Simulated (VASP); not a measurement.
# Si48C47 (a cell with a defect) in VASP: a series of runs, part 2 of 2

VASP 6.6.1.

### Step 3. Relaxation of the atoms, PBEsol

INCAR reads:

```
PREC = Accurate
ENCUT = 520
EDIFF = 1E-6
ISMEAR = -1
SIGMA = 0.05
LREAL = Auto
LASPH = T
NELM = 100
ALGO = Normal
ISIF = 2
LWAVE = F
LCHARG = F
GGA = PS
IBRION = 2
NSW = 100
EDIFFG = -0.03
ISYM = 0
LUSENCCL = F
```

KPOINTS reads:

```
Automatic mesh
0
Gamma
  1 1 1
  0.25 0.25 0.25
```

POSCAR reads:

```
Si48C47
1.0
    9.2342040000      0.0000000000      0.0000000000
    0.0000000000     10.6627400000      0.0000000000
    0.0000000000      0.0000000000     10.0759470000
Si C
48 47
Direct
    0.0005230000      0.9968420000      0.4970800000
    0.3327450000      0.0021620000      0.4990510000
    0.1672700000      0.2498760000      0.4984300000
    0.0032810000      0.5002440000      0.4999950000
    0.6618110000      0.9983320000      0.4980970000
    0.5019900000      0.2457000000      0.5055700000
    0.3313350000      0.5005410000      0.5028630000
    0.1658010000      0.7499810000      0.4974360000
    0.8317460000      0.2480300000      0.5013350000
    0.6636810000      0.5021830000      0.5028960000
    0.4979390000      0.7518600000      0.5013820000
    0.8322800000      0.7490680000      0.5016010000
    0.9975840000      0.1641050000      0.2528300000
    0.3336080000      0.1655620000      0.2507090000
    0.1676190000      0.4139380000      0.2511890000
    0.9992000000      0.6658610000      0.2496210000
    0.6688580000      0.1688630000      0.2509760000
    0.5040250000      0.4200380000      0.2503740000
    0.3338650000      0.6652910000      0.2462330000
    0.1650140000      0.9193200000      0.2481410000
    0.8328180000      0.4146960000      0.2473760000
    0.6665220000      0.6649270000      0.2511110000
    0.4978600000      0.9181270000      0.2486160000
    0.8334040000      0.9143500000      0.2502070000
    0.1614890000      0.0823810000      0.7490430000
    0.9979860000      0.3350340000      0.7486660000
    0.4970830000      0.0809170000      0.7504550000
    0.3337990000      0.3343560000      0.7523900000
    0.1654000000      0.5807220000      0.7497470000
    0.0002180000      0.8347120000      0.7517980000
    0.8297050000      0.0843770000      0.7528090000
    0.6618340000      0.3346310000      0.7495410000
    0.4986540000      0.5828700000      0.7519580000
    0.3356520000      0.8334910000      0.7511160000
    0.8354610000      0.5846960000      0.7528660000
    0.6655450000      0.8329530000      0.7499350000
    0.9970520000      0.0008590000      0.9975110000
    0.3386850000      0.9965900000      0.9987670000
    0.1696930000      0.2511650000      0.9957370000
    0.9953620000      0.5003840000      0.9983700000
    0.6705440000      0.9993940000      0.0015850000
    0.4994030000      0.2512940000      0.9997140000
    0.3331620000      0.5013930000      0.9967740000
    0.1659740000      0.7482210000      0.9958840000
    0.8332870000      0.2541110000      0.9982940000
    0.6675790000      0.5009820000      0.9980310000
    0.5021050000      0.7517130000      0.9965610000
    0.8329500000      0.7501700000      0.9972200000
    0.0004910000      0.0005250000      0.1887220000
    0.3338800000      0.9995130000      0.1875920000
    0.1652140000      0.2513110000      0.1870230000
    0.9943690000      0.4989410000      0.1895940000
    0.6654300000      0.9979820000      0.1908690000
    0.4996930000      0.2465040000      0.1858530000
    0.3297190000      0.4985420000      0.1874110000
    0.1716790000      0.7504860000      0.1884600000
    0.8351910000      0.2504720000      0.1868260000
    0.6697900000      0.5009770000      0.1868780000
    0.4982280000      0.7474330000      0.1879380000
    0.8336370000      0.7507340000      0.1877280000
    0.9998910000      0.0012320000      0.6823580000
    0.3354330000      0.9997100000      0.6904710000
    0.1626280000      0.2501060000      0.6894330000
    0.0042210000      0.4987120000      0.6828290000
    0.6658200000      0.9964890000      0.6867710000
    0.5017260000      0.2482570000      0.6889320000
    0.3303160000      0.4985750000      0.6889800000
    0.1639330000      0.7507250000      0.6837280000
    0.8335540000      0.2494490000      0.6856080000
    0.6674270000      0.5003950000      0.6892390000
    0.4990270000      0.7486060000      0.6887260000
    0.8312690000      0.7471430000      0.6878430000
    0.9998340000      0.1679930000      0.4396390000
    0.3318980000      0.1656460000      0.4347830000
    0.1683350000      0.4190420000      0.4390460000
    0.9984590000      0.6661250000      0.4374190000
    0.6672940000      0.1643960000      0.4356940000
    0.3378430000      0.6654330000      0.4378370000
    0.1622480000      0.9204500000      0.4363990000
    0.8347600000      0.4134330000      0.4349490000
    0.6663420000      0.6693840000      0.4412780000
    0.4995530000      0.9188230000      0.4376540000
    0.8342380000      0.9144200000      0.4385600000
    0.1674860000      0.0833930000      0.9338080000
    0.0014830000      0.3357300000      0.9330750000
    0.4988030000      0.0851250000      0.9389800000
    0.3307870000      0.3338590000      0.9355170000
    0.1682960000      0.5854480000      0.9388390000
    0.9993180000      0.8366250000      0.9376500000
    0.8322230000      0.0835560000      0.9368020000
    0.6664960000      0.3345380000      0.9376140000
    0.4989860000      0.5831010000      0.9403760000
    0.3349480000      0.8324010000      0.9327990000
    0.8287840000      0.5844800000      0.9388240000
    0.6651830000      0.8347230000      0.9396890000
```

Potentials or basis: VASP PAW PBE potentials, release 64 (Si, C).

Launch:

```sh
> cat potpaw_PBE.64/Si/POTCAR potpaw_PBE.64/C/POTCAR > POTCAR
> mpirun -np 1 vasp_std > vasp.out
```

Run time: 36 min. Hardware: 1 × NVIDIA H100 80GB with 1 thread of AMD EPYC 7R13 (Zen 3), shared host; peak memory 2.1 GiB.

The run converged. Its results:

* Free energy: -750.1313 eV
* Energy gained by relaxing: 20.3 meV/atom
* Ionic steps: 26
* Pressure after relaxing: -0.2 GPa
* Largest force after relaxing: 0.027 eV/Å
* Band gap on the k mesh: 1.07 eV

Forces in eV/Å, atoms in the order of the input:
```
Si   0.002 -0.005 -0.001
Si  -0.010 -0.005 -0.002
Si  -0.004  0.004 -0.005
Si  -0.010 -0.011  0.004
Si   0.004  0.006 -0.005
Si  -0.003 -0.001  0.006
Si   0.006 -0.004 -0.013
Si   0.003 -0.012 -0.010
Si  -0.006  0.005  0.006
Si   0.005 -0.009 -0.002
Si  -0.002 -0.009 -0.002
Si  -0.006 -0.008  0.003
Si   0.001  0.004  0.000
Si  -0.006  0.003  0.001
Si   0.001  0.007  0.006
Si   0.010 -0.005  0.002
Si  -0.002  0.014 -0.002
Si  -0.001  0.000 -0.026
Si   0.012 -0.002 -0.017
Si  -0.001  0.015 -0.012
Si   0.003 -0.006  0.010
Si  -0.001 -0.003  0.022
Si  -0.002  0.004 -0.004
Si   0.011  0.007 -0.001
Si  -0.016  0.012 -0.008
Si  -0.007 -0.005 -0.008
Si  -0.005 -0.010  0.013
Si   0.007  0.000  0.000
Si  -0.004 -0.004  0.003
Si  -0.003  0.004 -0.004
Si  -0.011 -0.002  0.006
Si  -0.009 -0.011  0.015
Si  -0.005  0.000  0.005
Si  -0.004  0.002  0.003
Si   0.014 -0.012 -0.001
Si   0.019 -0.003 -0.011
Si   0.001  0.016  0.006
Si  -0.001 -0.002  0.014
Si   0.001  0.004 -0.012
Si   0.002 -0.009  0.014
Si   0.005  0.011 -0.003
Si  -0.014  0.005 -0.015
Si   0.005  0.005 -0.010
Si   0.006 -0.004 -0.011
Si   0.004  0.004  0.007
Si   0.008 -0.002  0.001
Si   0.012  0.009 -0.003
Si   0.014 -0.002  0.005
C    0.003  0.004  0.008
C    0.005  0.005  0.015
C   -0.003  0.013  0.006
C   -0.003  0.004  0.009
C   -0.002  0.003  0.008
C   -0.003 -0.006 -0.003
C   -0.005  0.014 -0.012
C    0.013  0.007  0.004
C    0.000  0.003  0.014
C    0.010  0.010 -0.007
C    0.007  0.010  0.011
C    0.005  0.004  0.011
C   -0.006 -0.011 -0.015
C   -0.004 -0.005 -0.006
C   -0.003  0.008 -0.011
C    0.009  0.000  0.001
C   -0.008 -0.013 -0.007
C   -0.003 -0.008  0.007
C    0.003  0.007  0.000
C   -0.008  0.004 -0.008
C   -0.013 -0.005  0.001
C   -0.005 -0.004  0.001
C   -0.001  0.010 -0.006
C    0.000 -0.006 -0.001
C   -0.009 -0.014  0.001
C    0.000 -0.014  0.010
C    0.002 -0.006  0.004
C   -0.004 -0.005 -0.004
C   -0.018 -0.005  0.002
C    0.001 -0.026  0.009
C   -0.007 -0.002 -0.009
C   -0.010 -0.007  0.005
C   -0.003 -0.005  0.023
C   -0.008 -0.001  0.003
C    0.006  0.001  0.005
C   -0.005 -0.009 -0.011
C   -0.008  0.005 -0.004
C   -0.008 -0.003  0.004
C    0.003  0.013 -0.001
C    0.003  0.001  0.000
C    0.005  0.006 -0.008
C    0.000  0.005 -0.002
C   -0.006 -0.005  0.015
C    0.015  0.013 -0.002
C    0.006  0.001 -0.004
C    0.009  0.011 -0.008
C    0.027 -0.001 -0.005
```

Stress tensor (GPa, compression positive):
```
 0.23  1.26 -1.46
 1.26 -0.95 -0.87
-1.46 -0.87  0.15
```

The path:
| step | energy change (eV) | largest force (eV/Å) | pressure (GPa) |
| --- | --- | --- | --- |
| 1 | 0.0000 | 1.7765 | 0.59 |
| 2 | -0.5916 | 1.4525 | 0.39 |
| 3 | -1.2731 | 0.4661 | 0.20 |
| 4 | -1.3943 | 0.3272 | 0.14 |
| 5 | -1.3950 | 0.3033 | 0.14 |
| 6 | -1.4535 | 0.2873 | 0.08 |
| 7 | -1.4580 | 0.2898 | 0.07 |
| 8 | -1.4940 | 0.3195 | 0.01 |
| 9 | -1.5012 | 0.4095 | -0.02 |
| 10 | -1.5291 | 0.5007 | -0.04 |
| 11 | -1.5678 | 0.7196 | -0.10 |
| 12 | -1.6008 | 0.7077 | -0.11 |
| 13 | -1.6501 | 0.5721 | -0.15 |
| 14 | -1.7030 | 0.4812 | -0.16 |
| 15 | -1.7674 | 0.5123 | -0.18 |
| 16 | -1.8137 | 0.3938 | -0.18 |
| 17 | -1.8471 | 0.3720 | -0.18 |
| 18 | -1.8778 | 0.2869 | -0.19 |
| 19 | -1.8906 | 0.2242 | -0.18 |
| 20 | -1.9079 | 0.1189 | -0.19 |
| 21 | -1.9112 | 0.1322 | -0.19 |
| 22 | -1.9201 | 0.0654 | -0.20 |
| 23 | -1.9212 | 0.0800 | -0.20 |
| 24 | -1.9253 | 0.0407 | -0.19 |
| 25 | -1.9255 | 0.0507 | -0.19 |
| 26 | -1.9272 | 0.0271 | -0.19 |

Final structure:
```
CELL_PARAMETERS angstrom
9.23420 0.00000 0.00000
0.00000 10.66274 0.00000
0.00000 0.00000 10.07595
ATOMIC_POSITIONS crystal
Si 0.99881 0.99836 0.50006
Si 0.33167 0.99826 0.50098
Si 0.16066 0.24779 0.50033
Si 0.99900 0.50035 0.49874
Si 0.66183 0.00383 0.50044
Si 0.47956 0.25844 0.50785
Si 0.33316 0.48110 0.50748
Si 0.16910 0.74464 0.50041
Si 0.82912 0.25098 0.49942
Si 0.66328 0.49914 0.47969
Si 0.50066 0.74796 0.49941
Si 0.83331 0.75171 0.49817
Si 0.99963 0.16673 0.25002
Si 0.33357 0.16835 0.25142
Si 0.16999 0.41647 0.25021
Si 0.00183 0.66734 0.24886
Si 0.66579 0.16926 0.25242
Si 0.51749 0.42554 0.25504
Si 0.33625 0.66529 0.25230
Si 0.16778 0.91661 0.25081
Si 0.83847 0.41759 0.24582
Si 0.67022 0.66985 0.24540
Si 0.50021 0.91723 0.25010
Si 0.83386 0.91825 0.24943
Si 0.16558 0.08250 0.75071
Si 0.99804 0.33297 0.74976
Si 0.49860 0.08267 0.75255
Si 0.33048 0.33214 0.75479
Si 0.16483 0.58281 0.75146
Si 0.99977 0.83243 0.74926
Si 0.83235 0.08318 0.74968
Si 0.66391 0.33280 0.74764
Si 0.49801 0.58205 0.74773
Si 0.33288 0.83243 0.75005
Si 0.83006 0.58239 0.74276
Si 0.66562 0.83346 0.74927
Si 0.00019 0.99976 0.99980
Si 0.33331 0.00026 0.00086
Si 0.16568 0.24970 0.00130
Si 0.00037 0.50050 0.99774
Si 0.66663 0.00059 0.00101
Si 0.50029 0.25217 0.00285
Si 0.33570 0.49938 0.00233
Si 0.16765 0.74993 0.00071
Si 0.83278 0.25009 0.99894
Si 0.66911 0.50126 0.99506
Si 0.50008 0.74995 0.99896
Si 0.83393 0.75021 0.99698
C 0.00112 0.00030 0.18737
C 0.33399 0.00132 0.18805
C 0.16661 0.25012 0.18807
C 0.00452 0.50103 0.18519
C 0.66689 0.00180 0.18873
C 0.50142 0.25491 0.19283
C 0.33986 0.49921 0.19221
C 0.16953 0.75000 0.18843
C 0.83345 0.25027 0.18641
C 0.67654 0.50472 0.17907
C 0.50089 0.75062 0.18637
C 0.83644 0.75213 0.18471
C 0.99905 0.99926 0.68743
C 0.33243 0.99920 0.68847
C 0.16458 0.24918 0.68819
C 0.99848 0.49938 0.68584
C 0.66491 0.00056 0.68772
C 0.49604 0.24839 0.69294
C 0.32981 0.49812 0.69255
C 0.16646 0.74847 0.68751
C 0.83147 0.25000 0.68674
C 0.65993 0.49701 0.67529
C 0.49959 0.74913 0.68679
C 0.83207 0.75031 0.68520
C 0.99497 0.16487 0.43806
C 0.32610 0.16388 0.43856
C 0.16222 0.41371 0.43740
C 0.00004 0.66676 0.43696
C 0.65628 0.17544 0.44025
C 0.33849 0.65577 0.44019
C 0.16659 0.91287 0.43891
C 0.83489 0.41625 0.43366
C 0.66820 0.66928 0.43322
C 0.49813 0.91583 0.43820
C 0.83029 0.91927 0.43746
C 0.16661 0.08338 0.93854
C 0.99972 0.33333 0.93767
C 0.49994 0.08426 0.94100
C 0.33233 0.33291 0.94172
C 0.16797 0.58322 0.93964
C 0.00105 0.83318 0.93725
C 0.83326 0.08323 0.93778
C 0.66645 0.33415 0.93625
C 0.50078 0.58308 0.93630
C 0.33355 0.83355 0.93794
C 0.83403 0.58384 0.93138
C 0.66654 0.83405 0.93750
```

Levels at points of the mesh, in eV from the valence-band top:
```tsv
k point	band 188	band 189	band 190	band 191	band 192	band 193
(0.25, 0.25, 0.25)	-1.39	-1.22	-0.01	1.11	1.30	1.60
```

Caveat: the PAW data sets were made with another functional, which shifts forces and pressure a little.
